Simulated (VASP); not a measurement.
# GeW3 (Fm-3m) in VASP: relaxation of cell and atoms with PBE

Aim: the relaxation of cell and atoms of GeW3 with PBE.

Program: VASP 6.6.1. These are calculated values, not measurements. Logs are shortened: lines on timing, memory, paths and dates and some standing lists are left out, and cuts for length are marked.

## (1) The cell of the first run

Symmetry: Fm-3m, No. 225, cubic system. Conventional cell: a = 6.321 Å, b = 6.321 Å, c = 6.321 Å, α = 90.00°, β = 90.00°, γ = 90.00°. Ge (site symmetry m-3m) has 14 W at 2.74 to 3.16 Å within 3.6 Å. Within 3.6 Å of W (site symmetry -43m) lie 4 Ge at 2.74 Å and 10 W at 2.74 to 3.16 Å. Within 3.6 Å of W (site symmetry m-3m) lie 8 W at 2.74 Å and 6 Ge at 3.16 Å.

The cell was built from a structure type or drawn by symmetry, and may not be a known phase.

## (2) Relaxation of cell and atoms, PBE

File INCAR:

```
SYSTEM = GeW3
PREC = Accurate ; ENCUT = 600
EDIFF = 1E-6 ; ISMEAR = 0
SIGMA = 0.1 ; LREAL = .False.
LASPH = .True. ; NELM = 60
ALGO = Fast ; ISIF = 3
LWAVE = .False. ; LCHARG = .False.
GGA = PE ; IBRION = 2
NSW = 100 ; EDIFFG = -0.01
```

File KPOINTS:

```
Automatic mesh
0
Gamma
  12 12 12
  0 0 0
```

File POSCAR:

```
GeW3
1.0
    0.0000000000      3.1604007771      3.1604007771
    3.1604007771      0.0000000000      3.1604007771
    3.1604007771      3.1604007771      0.0000000000
Ge W
1 3
Direct
    0.5000000000      0.5000000000      0.5000000000
    0.2500000000      0.2500000000      0.2500000000
    0.0000000000      0.0000000000      0.0000000000
    0.7500000000      0.7500000000      0.7500000000
```

Potentials or basis: VASP PAW PBE potentials, release 64 (Ge_d, W_sv).

Started as:

```bash
cat potpaw_PBE.64/Ge_d/POTCAR potpaw_PBE.64/W_sv/POTCAR > POTCAR
mpirun -np 1 vasp_std > vasp.out
```

OUTCAR:

```text
SYSTEM = GeW3
   PREC = Accurate
   ENCUT = 600
   EDIFF = 1E-6
   ISMEAR = 0
   LREAL = .False.
   LASPH = .True.
   NELM = 60
   ISIF = 3
   GGA = PE
   IBRION = 2
   NSW = 100
   EDIFFG = -0.01

 ion  position               nearest neighbor table
   1  0.500  0.500  0.500-   2 2.74   4 2.74   2 2.74   2 2.74   2 2.74   4 2.74   4 2.74   4 2.74
                             3 3.16   3 3.16   3 3.16   3 3.16   3 3.16   3 3.16
   2  0.250  0.250  0.250-   1 2.74   3 2.74   3 2.74   3 2.74   3 2.74   1 2.74   1 2.74   1 2.74
                             4 3.16   4 3.16   4 3.16   4 3.16   4 3.16   4 3.16
   3  0.000  0.000  0.000-   2 2.74   4 2.74   4 2.74   4 2.74   4 2.74   2 2.74   2 2.74   2 2.74
                             1 3.16   1 3.16   1 3.16   1 3.16   1 3.16   1 3.16
   4  0.750  0.750  0.750-   1 2.74   3 2.74   1 2.74   1 2.74   1 2.74   3 2.74   3 2.74   3 2.74
                             2 3.16   2 3.16   2 3.16   2 3.16   2 3.16   2 3.16

  LATTYP: Found a face centered cubic cell.
 ALAT       =     6.3208015542

  Lattice vectors:

 A1 = (   0.0000000000,   3.1604007771,   3.1604007771)
 A2 = (   3.1604007771,   0.0000000000,   3.1604007771)
 A3 = (   3.1604007771,   3.1604007771,   0.0000000000)

Analysis of symmetry for initial positions (statically):
=====================================================================
 Subroutine PRICEL returns:
 Original cell was already a primitive cell.

 Routine SETGRP: Setting up the symmetry group for a
 face centered cubic supercell.

 Subroutine GETGRP returns: Found 48 space group operations
 (whereof 48 operations were pure point group operations)
 out of a pool of 48 trial point group operations.

The static configuration has the point symmetry O_h .

Analysis of symmetry for dynamics (positions and initial velocities):
=====================================================================
 Subroutine PRICEL returns:
 Original cell was already a primitive cell.

 Routine SETGRP: Setting up the symmetry group for a
 face centered cubic supercell.

 Subroutine GETGRP returns: Found 48 space group operations
 (whereof 48 operations were pure point group operations)
 out of a pool of 48 trial point group operations.

The dynamic configuration has the point symmetry O_h .

 Subroutine INISYM returns: Found 48 space group operations
 (whereof 48 operations are pure point group operations),
 and found     1 'primitive' translations

----------------------------------------------------------------------------------------
[... 107 lines left out ...]
   PSTRESS=    0.0 pullay stress
   NELECT =      56.0000    total number of electrons
   NUPDOWN=      -1.0000    fix difference up-down
   EMIN   =  10.00;   EMAX   =-10.00  energy-range for DOS
   EFERMI =   0.00;   METHOD = LEGACY
   ISMEAR =     0;   SIGMA  =   0.10  broadening in eV -4-tet -1-fermi 0-gaus
   EFERMI_NEDOS =   21; number of points for ismear=-14 and -15
   IALGO  =     68    algorithm
   IMIX   =      4    mixing-type and parameters
     AMIX     =   0.40;   BMIX     =  1.00
     AMIX_MAG =   1.60;   BMIX_MAG =  1.00
  volume/ion in A,a.u.               =      15.78       106.51
  Fermi-wavevector in a.u.,A,eV,Ry     =   1.572964  2.972470 33.663733  2.474215
  Thomas-Fermi vector in A             =   2.674319
   LORBIT       =      0    0 simple, 1 ext, 2 COOP (PROOUT), +10 PAW based schemes
   GGA     = PE    functional components
   LHFCALC =     F    Hartree Fock is set to
   AEXX    =    0.0000 exact exchange contribution
   IVDW    =     0    specifies the selected vdW correction
   LEPSILON=     F    determine dielectric tensor
   LRPA    =     F    only Hartree local field effects (RPA)
 conjugate gradient relaxation of ions
 non-spin polarized calculation
 RMM-DIIS sequential band-by-band and
 Gauss-broadening in eV      SIGMA  =   0.10
  energy-cutoff  :      600.00
  volume of cell :       63.13
 maximum number of plane-waves:      2148
   NGX = 17   NGY = 17   NGZ = 17

--------------------------------------- Ionic step        1  -------------------------------------------

 number of electron      56.0000001 magnetization

 Free energy of the ion-electron system (eV)
  ---------------------------------------------------
  ext. energy  EPLUGINS =         0.00000000
  ---------------------------------------------------
  free energy    TOTEN  =       -41.84864206 eV

  energy without entropy =      -41.84074072  energy(sigma->0) =      -41.84469139

------------------------ aborting loop because EDIFF is reached ----------------------------------------

  FORCE on cell =-STRESS in cart. coord.  units (eV):
  Direction    XX          YY          ZZ          XY          YZ          ZX
  --------------------------------------------------------------------------------------
  -------------------------------------------------------------------------------------
  Total        0.1686027      0.1686027      0.1686027     -0.0000000     -0.0000000      0.0000000
  in kB        4.2787669      4.2787669      4.2787669     -0.0000000     -0.0000000      0.0000000
  external PRESSURE =       4.2787669 kB  Pullay stress =       0.0000000 kB
[... 63 lines left out ...]
--------------------------------------- Ionic step        3  -------------------------------------------

 number of electron      56.0000002 magnetization

 Free energy of the ion-electron system (eV)
  ---------------------------------------------------
  ext. energy  EPLUGINS =         0.00000000
  ---------------------------------------------------
  free energy    TOTEN  =       -41.84877901 eV

  energy without entropy =      -41.84082510  energy(sigma->0) =      -41.84480206

 E-fermi :  10.7807     XC(G=0): -13.3051

 val. band max:       10.7716881430   @ k =  -0.1667   0.2500   0.0833
 cond. band min:      10.7979144334   @ k =   0.5000   0.4167   0.0000
 fundamental gap:      0.0262262904
 Fermi energy:        10.7807201407

 k-point     1 :       0.0000    0.0000    0.0000
  band No.  band energies     occupation
      1     -63.3950      2.00000
      2     -62.9788      2.00000
      3     -62.9696      2.00000
      4     -27.7757      2.00000
      5     -27.7757      2.00000
      6     -27.7757      2.00000
[... 853 lines left out ...]
     32      13.3165      0.00000
     33      13.3660      0.00000

 [... further k-points ...]

------------------------ aborting loop because EDIFF is reached ----------------------------------------

  FORCE on cell =-STRESS in cart. coord.  units (eV):
  Direction    XX          YY          ZZ          XY          YZ          ZX
  --------------------------------------------------------------------------------------
  -------------------------------------------------------------------------------------
  Total        0.0000984      0.0000984      0.0000984      0.0000000     -0.0000000      0.0000000
  in kB        0.0024926      0.0024926      0.0024926      0.0000000     -0.0000000      0.0000000
  external PRESSURE =       0.0024926 kB  Pullay stress =       0.0000000 kB
[... 19 lines left out ...]
  FREE ENERGIE OF THE ION-ELECTRON SYSTEM (eV)
  ---------------------------------------------------
  free  energy   TOTEN  =       -41.8487790074 eV

  energy  without entropy=      -41.8408251050  energy(sigma->0) =      -41.84480206

 reached required accuracy - stopping structural energy minimisation
```

OSZICAR:

```text
N       E                     dE             d eps       ncg     rms          rms(c)
DAV:   1     0.660249980045E+03    0.66025E+03   -0.33289E+04  5627   0.359E+03
DAV:   2     0.212426622241E+02   -0.63901E+03   -0.63044E+03  4792   0.808E+02
[... 43 lines left out ...]
RMM:   4    -0.418488960687E+02   -0.13225E-03   -0.13538E-03  5745   0.257E-01    0.217E-01
RMM:   5    -0.418487540490E+02    0.14202E-03   -0.80696E-04  5519   0.218E-01    0.190E-02
RMM:   6    -0.418487796980E+02   -0.25649E-04   -0.26405E-04  6065   0.938E-02    0.410E-02
RMM:   7    -0.418487988452E+02   -0.19147E-04   -0.88242E-05  6496   0.591E-02    0.740E-02
RMM:   8    -0.418487788818E+02    0.19963E-04   -0.62889E-05  5427   0.657E-02    0.192E-02
RMM:   9    -0.418487787798E+02    0.10193E-06   -0.15761E-05  4741   0.217E-02    0.540E-03
RMM:  10    -0.418487790074E+02   -0.22761E-06   -0.40432E-06  3713   0.927E-03
   3 F= -.41848779E+02 E0= -.41844802E+02  d E =-.136945E-03
```

It took 7.4 min on 1 thread of AMD EPYC 9R45 (Zen 5), shared host; peak memory 0.29 GiB.

What came out:

| Item | Value |
| --- | --- |
| Free energy | -41.8488 eV |
| Relaxed volume | 15.81 Å³/atom |
| Relaxed cell | a = 4.472 Å, b = 4.472 Å, c = 4.472 Å, α = 60.00°, β = 60.00°, γ = 60.00° |
| Space group after relaxing (to 0.1 Å) | Fm-3m (No. 225) |
| Energy gained by relaxing | 0.0 meV/atom |
| Ionic steps | 3 |
| Pressure after relaxing | 0.0 GPa |
| Band gap on the k mesh | zero (bands 28 and 29 overlap by 2.54 eV) |

The path:
```
step  energy change (eV)  largest force (eV/Å)  pressure (GPa)  volume (Å³)
   1              0.0000                0.0000            0.43        63.13
   2              0.0008                0.0000           -1.09        63.52
   3             -0.0001                0.0000            0.00        63.24
```

Final structure:
```yaml
crystal:
  lattice:
    - [0.00000, 3.16215, 3.16215]
    - [3.16215, 0.00000, 3.16215]
    - [3.16215, 3.16215, 0.00000]
  atoms:
    - { symbol: Ge, position: [0.50000, 0.50000, 0.50000] }
    - { symbol: W, position: [0.25000, 0.25000, 0.25000] }
    - { symbol: W, position: [0.00000, 0.00000, 0.00000] }
    - { symbol: W, position: [0.75000, 0.75000, 0.75000] }
```

Caveat: spin-orbit coupling is left out, which moves the levels of the heavy elements.
